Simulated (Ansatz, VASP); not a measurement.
## Two plane-wave programs on ZnS

Contents of INCAR:

```
  PREC = Accurate
  ENCUT = 520
  EDIFF = 1E-6
  ISMEAR = 0
  SIGMA = 0.01
  LREAL = F
  LASPH = T
  NELM = 100
  ALGO = Normal
  ISIF = 2
  LWAVE = F
  LCHARG = F
  GGA = PS
  NBANDS = 26
```

KPOINTS

```
regular mesh
0
Gamma
  6 6 3
```

The input POSCAR:

```
ZnS
1.0
    3.8110000000      0.0000000000      0.0000000000
   -1.9055000000      3.3004228100      0.0000000000
    0.0000000000      0.0000000000      6.2340000000
Zn S
2 2
Direct
    0.3333333343      0.6666666687      0.0000000000
    0.6666666672      0.3333333343      0.5000000000
    0.3333333343      0.6666666687      0.3850000000
    0.6666666672      0.3333333343      0.8850000000
```

Input for Ansatz:

```yaml
crystal:
  lattice:
    - [3.811, 0.0, 0.0]
    - [-1.9055, 3.30042281, 0.0]
    - [0.0, 0.0, 6.234]
  atoms:
    - { symbol: Zn, position: [0.3333333343433049, 0.6666666686866098, 0.0] }
    - { symbol: Zn, position: [0.6666666671716525, 0.3333333343433049, 0.5] }
    - { symbol: S, position: [0.3333333343433049, 0.6666666686866098, 0.385] }
    - { symbol: S, position: [0.6666666671716525, 0.3333333343433049, 0.8849999999999999] }
kpoints:
  mp_grid:
    grid: [6, 6, 3]
  band_path:
    path:
      - [0.0, 0.0, 0.0]
      - [0.5, 0.0, 0.0]
      - [0.33333, 0.33333, 0.0]
      - [0.0, 0.0, 0.5]
      - [0.5, 0.0, 0.5]
      - [0.33333, 0.33333, 0.5]
    npoints: 1
hamiltonian:
  xc: pbesol
scf:
  occupations:
    method: fixed
output:
  fatbands: true
```

Alike in both runs: task single point; functional PBEsol; k mesh 6 × 6 × 3; no spin polarisation.

```csv
,VASP,Ansatz
version,VASP 6.6.1,Ansatz 0.2.0
potentials or method,"VASP PAW PBE potentials, release 64 (Zn, S)","plane waves, PAW"
plane-wave cutoff (eV),520,420
occupations,"gaussian, width 0.01 eV",fixed
valence electrons in the cell,36,36
```

|  | VASP | Ansatz | Ansatz less VASP |
| --- | --- | --- | --- |
| gap on the k mesh at the Fermi level (eV) | 2.11 | 2.11 | -0.006 |

VASP's potentials were made for PBE, not for PBEsol.
